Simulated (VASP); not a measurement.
Crystal: RuBr4.

```
CELL_PARAMETERS angstrom
6.33499 0.00000 0.00000
-3.16750 5.48626 0.00000
0.00000 0.00000 5.10682
ATOMIC_POSITIONS crystal
Ru 0.00000 0.00000 0.68102
Br 0.50000 0.00000 0.24923
Br 0.00000 0.50000 0.24923
Br 0.50000 0.50000 0.24923
Br 0.00000 0.00000 0.17857
```

The cell was built from a structure type or drawn by symmetry, and may not be a known phase.

| Quantity | Value |
| --- | --- |
| Program | VASP 6.6.1 |
| Task | relaxation of cell and atoms |
| Functional | PBE |
| Potentials or basis | VASP PAW PBE potentials, release 64 (Ru_pv, Br) |
| Cutoff | 600 eV |
| k mesh | 2 × 2 × 3 |
| Occupations | gaussian, width 0.15 eV |
| Spin | collinear spin, ferromagnetic start |
| Starting moments | [1.0, 0.0, 0.0, 0.0, 0.0] μB |

At the start: pressure -0.7 GPa; volume 35.50 Å³/atom.

Where does the relaxation end?

Over 32 steps the energy falls by 611.9 meV/atom and the volume is 29.17 Å³/atom (-17.8 %); space group P6mm (No. 183, to 0.1 Å) before, P6/mmm (No. 191, to 0.1 Å); moment 2.50 μB per cell.

The path:
| step | energy change (eV) | largest force (eV/Å) | pressure (GPa) | volume (Å³) |
| --- | --- | --- | --- | --- |
| 1 | 0.0000 | 0.6407 | -0.74 | 177.49 |
| 2 | -0.2410 | 0.5895 | 0.01 | 173.02 |
| 3 | -0.2493 | 0.7697 | 0.27 | 172.10 |
| 4 | -0.2750 | 0.5072 | 0.15 | 173.17 |
| 5 | -0.2769 | 0.7302 | 0.16 | 173.52 |
| 6 | -0.3004 | 0.7417 | -0.02 | 174.70 |
| 7 | -0.3719 | 0.7616 | -0.54 | 178.28 |
| 8 | -0.5097 | 0.7367 | -1.49 | 185.59 |
| 9 | -0.6968 | 0.5222 | -2.87 | 200.78 |
| 10 | -0.7183 | 0.4351 | -3.28 | 207.99 |
| 11 | -0.7262 | 0.4344 | -3.30 | 208.15 |
| 12 | -0.7495 | 0.4317 | -3.36 | 208.60 |
| 13 | -0.7928 | 0.4215 | -3.43 | 209.52 |
| 14 | -0.8648 | 0.3946 | -3.59 | 211.37 |
| 15 | -0.9560 | 0.5281 | -4.41 | 215.09 |
| 16 | -1.1292 | 0.5123 | -4.45 | 210.45 |
| 17 | -1.6256 | 0.3802 | -4.35 | 196.91 |
| 18 | -2.3843 | 0.2278 | -3.27 | 171.52 |
| 19 | -0.9562 | 1.7903 | 11.25 | 127.19 |
| 20 | -2.5298 | 0.5019 | -2.49 | 163.59 |
| 21 | -2.5625 | 0.8125 | -1.51 | 157.49 |
| 22 | -2.5614 | 0.7327 | -1.79 | 159.03 |
| 23 | -2.7362 | 0.5733 | -1.60 | 154.96 |
| 24 | -2.8995 | 0.6492 | -0.41 | 147.91 |
| 25 | -2.9061 | 0.7047 | 0.20 | 145.81 |
| 26 | -2.9066 | 0.6948 | 0.07 | 146.22 |
| 27 | -2.9419 | 0.5798 | 0.17 | 145.67 |
| 28 | -3.0176 | 0.3452 | 0.57 | 144.00 |
| 29 | -3.0123 | 0.5188 | 1.73 | 140.71 |
| 30 | -3.0427 | 0.2902 | 1.03 | 142.47 |
| 31 | -3.0542 | 0.1419 | -0.64 | 147.87 |
| 32 | -3.0596 | 0.0249 | -0.06 | 145.86 |

Final structure:
```
Ru Br
1.0
     5.83638    0.00000    0.00000
    -2.91819    5.05445    0.00000
     0.00000    0.00000    4.94453
Ru Br
1 4
Direct
  0.00000 0.00000 0.42061
  0.50000 0.00000 0.42213
  0.00000 0.50000 0.42213
  0.50000 0.50000 0.42213
  0.00000 0.00000 0.92027
```

Caveat: the k points lie up to 0.62 Å⁻¹ apart in the final cell; the volume moved by over 15 % at a fixed basis, so the end points are rough.
